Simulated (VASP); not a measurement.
# Tl2PdO3 (Immm) in VASP: single point with r2SCAN

Aim: the single point of Tl2PdO3 with r2SCAN.

Everything below comes from runs of VASP 6.6.1. Logs are shortened: lines on timing, memory, paths and dates and some standing lists are left out, and cuts for length are marked.

### Step 1. The cell of the first run

It takes space group Immm (No. 71, orthorhombic). The conventional cell has a = 3.486 Å, b = 3.926 Å, c = 12.656 Å, α = 90.00°, β = 90.00°, γ = 90.00°. Within 2.6 Å of O (site symmetry mmm) lie 2 Pd at 1.96 Å and 4 Tl at 2.55 Å. O (site symmetry mm2) has 1 Pd at 2.04 Å and 5 Tl at 2.43 to 2.63 Å within 2.7 Å. Within 2.6 Å of Pd (site symmetry mmm) lie 4 O at 1.96 to 2.04 Å. Tl (site symmetry mm2) has 7 O at 2.43 to 2.63 Å and 4 Pd at 3.22 Å within 3.3 Å.

### Step 2. Single point, r2SCAN

The input, POSCAR:

```
Tl2PdO3
1.0
    0.0000000000      3.4863883600      0.0000000000
    3.9257584500      0.0000000000      0.0000000000
    1.9628792200      1.7431946800     -6.3280067500
O Pd Tl
3 1 2
Direct
    0.0000000000      0.5000000000      0.0000000000
    0.1610000000      0.1610000000      0.6780000000
    0.8390000000      0.8390000000      0.3220000000
    0.0000000000      0.0000000000      0.0000000000
    0.3530000000      0.3530000000      0.2940000000
    0.6470000000      0.6470000000      0.7060000000
```

The input, INCAR.step1:

```
PREC = Accurate ; ENCUT = 520
ISMEAR = -5 ; SIGMA = 0.0102
LREAL = False ; LASPH = True
NELM = 100 ; LMAXMIX = 4
NBANDS = 36 ; GGA = PE
ALGO = Normal ; EDIFF = 1E-4
LWAVE = True ; LCHARG = False
```

The input, INCAR.step2:

```
PREC = Accurate ; ENCUT = 520
EDIFF = 1E-6 ; ISMEAR = -1
SIGMA = 0.0102 ; LREAL = False
LASPH = True ; NELM = 100
ALGO = Normal ; ISIF = 2
LWAVE = False ; LCHARG = False
LMAXMIX = 4 ; METAGGA = R2SCAN
LMIXTAU = True ; LORBIT = 11
NBANDS = 36 ; ISTART = 1
```

The input, KPOINTS:

```
regular mesh
0
Gamma
  8 8 8
```

Potentials or basis: VASP PAW PBE potentials, release 64 (O, Pd, Tl_d).

On the command line:

```sh
cat potpaw_PBE.64/O/POTCAR potpaw_PBE.64/Pd/POTCAR potpaw_PBE.64/Tl_d/POTCAR > POTCAR
cp INCAR.step1 INCAR
mpirun -np 1 vasp_std > vasp.out
cp INCAR.step2 INCAR
mpirun -np 1 vasp_std > vasp.out
```

OUTCAR:

```text
PREC = Accurate
   ENCUT = 520
   EDIFF = 1E-6
   ISMEAR = -1
   LREAL = False
   LASPH = True
   NELM = 100
   ISIF = 2
   METAGGA = R2SCAN
   LORBIT = 11
   ISTART = 1

 ion  position               nearest neighbor table
   1  0.000  0.500  0.000-   4 1.96   4 1.96   6 2.55   5 2.55   5 2.55   6 2.55
   2  0.161  0.161  0.678-   4 2.04   5 2.43   6 2.63   6 2.63   6 2.63   6 2.63
   3  0.839  0.839  0.322-   4 2.04   6 2.43   5 2.63   5 2.63   5 2.63   5 2.63
   4  0.000  0.000  0.000-   1 1.96   1 1.96   3 2.04   2 2.04   6 3.22   5 3.22   6 3.22   5 3.22
                             6 3.22   5 3.22   6 3.22   5 3.22
   5  0.353  0.353  0.294-   2 2.43   1 2.55   1 2.55   3 2.63   3 2.63   3 2.63   3 2.63   4 3.22
                             4 3.22   4 3.22   4 3.22   6 3.70   6 3.70   6 3.70   6 3.70   6 3.72
   6  0.647  0.647  0.706-   3 2.43   1 2.55   1 2.55   2 2.63   2 2.63   2 2.63   2 2.63   4 3.22
                             4 3.22   4 3.22   4 3.22   5 3.70   5 3.70   5 3.70   5 3.70   5 3.72

  LATTYP: Found a body centered orthorhombic cell.
 ALAT       =     3.4863883600
 B/A-ratio  =     1.1260244255
 C/A-ratio  =     3.6301215450

  Lattice vectors:

 A1 = (   1.9628792300,   1.7431936800,   6.3280067500)
 A2 = (  -1.9628792200,  -1.7431946800,   6.3280067500)
 A3 = (   1.9628792200,  -1.7431936800,  -6.3280067500)

Analysis of symmetry for initial positions (statically):
=====================================================================
 Subroutine PRICEL returns:
 Original cell was already a primitive cell.

 Routine SETGRP: Setting up the symmetry group for a
 body centered orthorhombic supercell.

 Subroutine GETGRP returns: Found  8 space group operations
 (whereof  8 operations were pure point group operations)
 out of a pool of  8 trial point group operations.

The static configuration has the point symmetry D_2h.

Analysis of symmetry for dynamics (positions and initial velocities):
=====================================================================
 Subroutine PRICEL returns:
 Original cell was already a primitive cell.

 Routine SETGRP: Setting up the symmetry group for a
 body centered orthorhombic supercell.

 Subroutine GETGRP returns: Found  8 space group operations
 (whereof  8 operations were pure point group operations)
 out of a pool of  8 trial point group operations.

The dynamic configuration has the point symmetry D_2h.

 Subroutine INISYM returns: Found  8 space group operations
 (whereof  8 operations are pure point group operations),
 and found     1 'primitive' translations

----------------------------------------------------------------------------------------

                                     Primitive cell

  volume of cell :      86.6096

  direct lattice vectors                    reciprocal lattice vectors
     0.000000000  3.486388360  0.000000000     0.000000000  0.286829778  0.079013845
     3.925758450  0.000000000  0.000000000     0.254727848  0.000000000  0.079013822
     1.962879220  1.743194680 -6.328006750     0.000000000  0.000000000 -0.158027644

  length of vectors
     3.486388360  3.925758450  6.850933656     0.297513881  0.266701069  0.158027644

  position of ions in fractional coordinates (direct lattice)
     0.000000000  0.500000000  0.000000000
     0.161000000  0.161000000  0.678000000
     0.839000000  0.839000000  0.322000000
     0.000000000  0.000000000  0.000000000
     0.353000000  0.353000000  0.294000000
     0.647000000  0.647000000  0.706000000

  ion indices of the primitive-cell ions
   primitive index   ion index
                 1           1
                 2           2
                 3           3
                 4           4
                 5           5
                 6           6

----------------------------------------------------------------------------------------

 KPOINTS: regular mesh

Automatic generation of k-mesh.
 Grid dimensions read from file:
 generate k-points for:    8    8    8

 Generating k-lattice:

  Cartesian coordinates                     Fractional coordinates (reciprocal lattice)
     0.000000000  0.035853722  0.009876731     0.125000000  0.000000000  0.000000000
     0.031840981  0.000000000  0.009876728     0.000000000  0.125000000  0.000000000
     0.000000000  0.000000000 -0.019753456     0.000000000  0.000000000  0.125000000

  Length of vectors
     0.037189235  0.033337634  0.019753456

  Shift w.r.t. Gamma in fractional coordinates (k-lattice)
     0.000000000  0.000000000  0.000000000

 Subroutine IBZKPT returns following result:
 ===========================================

 Found     95 irreducible k-points:

 Following reciprocal coordinates:
            Coordinates               Weight
  0.000000  0.000000  0.000000      1.000000
  0.125000  0.000000 -0.000000      4.000000
  0.250000  0.000000 -0.000000      4.000000
  0.375000  0.000000 -0.000000      4.000000
  0.500000  0.000000 -0.000000      2.000000
  0.000000  0.125000  0.000000      4.000000
[... 16 lines left out ...]
  0.125000  0.375000 -0.000000      8.000000
  0.250000  0.375000 -0.000000      8.000000
 [... further k-points ...]
   k-points           NKPTS =     95   k-points in BZ     NKDIM =     95   number of bands    NBANDS=     36
   number of dos      NEDOS =    301   number of ions     NIONS =      6
   total plane-waves  NPLWV =  45360
   dimension x,y,z NGX =    28 NGY =   30 NGZ =   54
   dimension x,y,z NGXF=    56 NGYF=   60 NGZF=  108
   ions per type =               3   1   2
   NGX,Y,Z   is equivalent  to a cutoff of  13.35, 12.70, 13.10 a.u.
   NGXF,Y,Z  is equivalent  to a cutoff of  26.70, 25.41, 26.21 a.u.
 SYSTEM =  unknown system
   PREC   = accura    normal or accurate (medium, high low for compatibility)
   ISTART =      1    job   : 0-new  1-cont  2-samecut
   ICHARG =      0    charge: 1-file 2-atom 10-const
   ISPIN  =      1    spin polarized calculation?
   LNONCOLLINEAR =      F non collinear calculations
   LSORBIT =      F    spin-orbit coupling
   LASPH  =      T    aspherical Exc in radial PAW
   ENCUT  =  520.0 eV  38.22 Ry    6.18 a.u.   6.48  7.30 12.74*2*pi/ulx,y,z
   NELM   =    100;   NELMIN=  2; NELMDL=  0     # of ELM steps
   EDIFF  = 0.1E-05   stopping-criterion for ELM
   LREAL  =      F    real-space projection
   EDIFFG = 0.1E-04   stopping-criterion for IOM
   NSW    =      0    number of steps for IOM
   IBRION =     -1    ionic relax: 0-MD 1-quasi-New 2-CG
   NFREE  =      0    steps in history (QN), initial steepest desc. (CG)
   ISIF   =      2    stress and relaxation
   ISYM   =      2    0-nonsym 1-usesym 2-fastsym
   POTIM  = 0.5000    time-step for ionic-motion
   TEBEG  =    0.0;   TEEND  =   0.0 temperature during run
   PSTRESS=    0.0 pullay stress
   NELECT =      54.0000    total number of electrons
   NUPDOWN=      -1.0000    fix difference up-down
   EMIN   =  10.00;   EMAX   =-10.00  energy-range for DOS
   EFERMI =   0.00;   METHOD = LEGACY
   ISMEAR =    -1;   SIGMA  =   0.01  broadening in eV -4-tet -1-fermi 0-gaus
   EFERMI_NEDOS =   21; number of points for ismear=-14 and -15
   IALGO  =     38    algorithm
   IMIX   =      4    mixing-type and parameters
     AMIX     =   0.40;   BMIX     =  1.00
     AMIX_MAG =   1.60;   BMIX_MAG =  1.00
  volume/ion in A,a.u.               =      14.43        97.41
  Fermi-wavevector in a.u.,A,eV,Ry     =   1.398569  2.642913 26.612943  1.955996
  Thomas-Fermi vector in A             =   2.521714
   LORBIT       =     11    0 simple, 1 ext, 2 COOP (PROOUT), +10 PAW based schemes
   METAGGA = R2SCAN    functional components
   LHFCALC =     F    Hartree Fock is set to
   AEXX    =    0.0000 exact exchange contribution
   IVDW    =     0    specifies the selected vdW correction
   LEPSILON=     F    determine dielectric tensor
   LRPA    =     F    only Hartree local field effects (RPA)
 non-spin polarized calculation
  energy-cutoff  :      520.00
  volume of cell :       86.61
 maximum number of plane-waves:      2351
 NGX is ok and might be reduce to    28
   NGX = 13   NGY = 15   NGZ = 25

 number of electron      54.0000002 magnetization

 Free energy of the ion-electron system (eV)
  ---------------------------------------------------
  ext. energy  EPLUGINS =         0.00000000
  ---------------------------------------------------
  free energy    TOTEN  =      -149.89417918 eV

  energy without entropy =     -149.89262944  energy(sigma->0) =     -149.89340431

 E-fermi :   6.6243     XC(G=0): -12.0974

 val. band max:        6.6230628605   @ k =   0.3750   0.1250  -0.0000
 cond. band min:       6.6273242366   @ k =   0.5000   0.1250  -0.0000
 fundamental gap:      0.0042613761
 Fermi energy:         6.6242788147

 k-point     1 :       0.0000    0.0000    0.0000
  band No.  band energies     occupation
      1     -13.8916      2.00000
      2     -12.5459      2.00000
      3     -12.2134      2.00000
      4      -4.7820      2.00000
      5      -4.7029      2.00000
      6      -4.5102      2.00000
[... 28 lines left out ...]
     35      16.4811      0.00000
     36      17.0778      0.00000

 k-point     2 :       0.1250    0.0000   -0.0000
  band No.  band energies     occupation
      1     -13.8686      2.00000
      2     -12.5134      2.00000
      3     -12.1945      2.00000
      4      -4.7197      2.00000
      5      -4.6713      2.00000
      6      -4.5310      2.00000
[... 28 lines left out ...]
     35      15.4537      0.00000
     36      16.2409      0.00000

 k-point     3 :       0.2500    0.0000   -0.0000
  band No.  band energies     occupation
      1     -13.8145      2.00000
      2     -12.4272      2.00000
      3     -12.1522      2.00000
      4      -4.6694      2.00000
      5      -4.5887      2.00000
      6      -4.5864      2.00000
[... 28 lines left out ...]
     35      15.0471      0.00000
     36      16.0407      0.00000

 k-point     4 :       0.3750    0.0000   -0.0000
  band No.  band energies     occupation
      1     -13.7621      2.00000
      2     -12.3253      2.00000
      3     -12.1190      2.00000
      4      -4.6845      2.00000
      5      -4.6659      2.00000
      6      -4.6620      2.00000
[... 28 lines left out ...]
     35      14.8025      0.00000
     36      16.5065      0.00000

 k-point     5 :       0.5000    0.0000   -0.0000
  band No.  band energies     occupation
      1     -13.7409      2.00000
      2     -12.2748      2.00000
      3     -12.1114      2.00000
      4      -4.7222      2.00000
      5      -4.7113      2.00000
      6      -4.7013      2.00000
[... 655 lines left out ...]
 k-point    22 :       0.0000    0.3750    0.0000
  band No.  band energies     occupation
      1     -13.3838      2.00000
      2     -12.4204      2.00000
      3     -12.1751      2.00000
      4      -4.7949      2.00000
      5      -4.7408      2.00000
      6      -4.6346      2.00000
[... 28 lines left out ...]
     35      16.4634      0.00000
     36      16.5691      0.00000

 k-point    23 :       0.1250    0.3750   -0.0000
  band No.  band energies     occupation
      1     -13.3632      2.00000
      2     -12.4038      2.00000
      3     -12.1860      2.00000
      4      -4.7137      2.00000
      5      -4.6793      2.00000
      6      -4.6389      2.00000
[... 28 lines left out ...]
     35      16.0173      0.00000
     36      16.2953      0.00000

 k-point    24 :       0.2500    0.3750   -0.0000
  band No.  band energies     occupation
      1     -13.3197      2.00000
      2     -12.3789      2.00000
      3     -12.1870      2.00000
      4      -4.6604      2.00000
      5      -4.6371      2.00000
      6      -4.5517      2.00000
[... 28 lines left out ...]
     35      15.7324      0.00000
     36      15.9428      0.00000

 [... further k-points ...]

------------------------ aborting loop because EDIFF is reached ----------------------------------------

  FORCE on cell =-STRESS in cart. coord.  units (eV):
  Direction    XX          YY          ZZ          XY          YZ          ZX
  --------------------------------------------------------------------------------------
  -------------------------------------------------------------------------------------
  Total        4.1120294      1.6241181      3.3112673     -0.0000000     -0.0000003      0.0000000
  in kB       76.0677410     30.0442872     61.2545777     -0.0000000     -0.0000048      0.0000000
  external PRESSURE =      55.7888686 kB  Pullay stress =       0.0000000 kB

 VOLUME and BASIS-vectors are now :
 -----------------------------------------------------------------------------
  energy-cutoff  :      520.00
  volume of cell :       86.61
      direct lattice vectors                 reciprocal lattice vectors
     0.000000000  3.486388360  0.000000000     0.000000000  0.286829778  0.079013845
     3.925758450  0.000000000  0.000000000     0.254727848  0.000000000  0.079013822
     1.962879220  1.743194680 -6.328006750     0.000000000  0.000000000 -0.158027644

 POSITION                                       TOTAL-FORCE (eV/Angst)
 -----------------------------------------------------------------------------------
      1.96288      0.00000      0.00000         0.000000     -0.000000      0.000000
      1.96288      1.74319     -4.29039        -0.000000      0.000000     -0.249650
      3.92576      3.48639     -2.03762         0.000000     -0.000000      0.249650
      0.00000      0.00000      0.00000         0.000000     -0.000000      0.000000
      1.96288      1.74319     -1.86043        -0.000000      0.000000     -0.723210
      3.92576      3.48639     -4.46757         0.000000     -0.000000      0.723210
 -----------------------------------------------------------------------------------
    total drift:                               -0.000000     -0.000000      0.000000

  FREE ENERGIE OF THE ION-ELECTRON SYSTEM (eV)
  ---------------------------------------------------
  free  energy   TOTEN  =      -149.8941791750 eV

  energy  without entropy=     -149.8926294358  energy(sigma->0) =     -149.89340431

 total charge

# of ion       s       p       d       tot
------------------------------------------
    1        1.586   3.405   0.000   4.991
    2        1.596   3.312   0.000   4.908
    3        1.596   3.312   0.000   4.908
    4        0.531   0.591   8.484   9.606
    5        1.068   0.276   9.730  11.074
    6        1.068   0.276   9.730  11.074
--------------------------------------------------
tot          7.446  11.171  27.944  46.561
```

Run time: 9.8 min. Hardware: 1 thread of Intel Xeon Platinum 8488C (Sapphire Rapids), shared host; peak memory 0.39 GiB.

What came out:

| Property | Result |
| --- | --- |
| Free energy | -149.8942 eV |
| Pressure | 5.6 GPa |
| Largest force | 0.723 eV/Å |
| Band gap on the k mesh | zero (bands 27 and 28 overlap by 1.25 eV) |
| Valence electrons inside the program's atomic spheres | O 4.99, 4.91 (each value once); Pd 9.61; Tl 11.07 |

Forces on the atoms (eV/Å):
```
O    0.000  0.000  0.000
O    0.000  0.000 -0.250
O    0.000  0.000  0.250
Pd   0.000  0.000  0.000
Tl   0.000  0.000 -0.723
Tl   0.000  0.000  0.723
```

Levels at points of the mesh, in eV from the Fermi level:
```tsv
k point	band 23	band 24	band 25	band 26	band 27	band 28	band 29	band 30	band 31	band 32
(0.00, 0.00, 0.00)	-2.57	-2.53	-2.48	-1.74	-1.11	-0.59	0.00	5.17	7.99	8.00
(0.50, 0.00, 0.00)	-2.27	-1.93	-1.45	-1.30	0.14	1.05	1.31	3.13	3.76	5.48
(0.00, 0.50, 0.00)	-2.24	-1.35	-0.90	-0.37	0.17	1.11	2.85	2.99	4.44	5.77
(0.50, 0.50, 0.00)	-1.62	-1.57	-1.43	-0.86	-0.77	-0.11	3.13	3.37	5.73	6.25
(0.00, 0.00, 0.50)	-2.67	-2.57	-1.70	-1.46	-0.94	-0.76	0.91	4.21	6.85	7.77
```

Caveat: the cell stands under pressure; the PAW data sets were made with another functional, which shifts forces and pressure a little; spin-orbit coupling is left out, which moves the levels of the heavy elements.
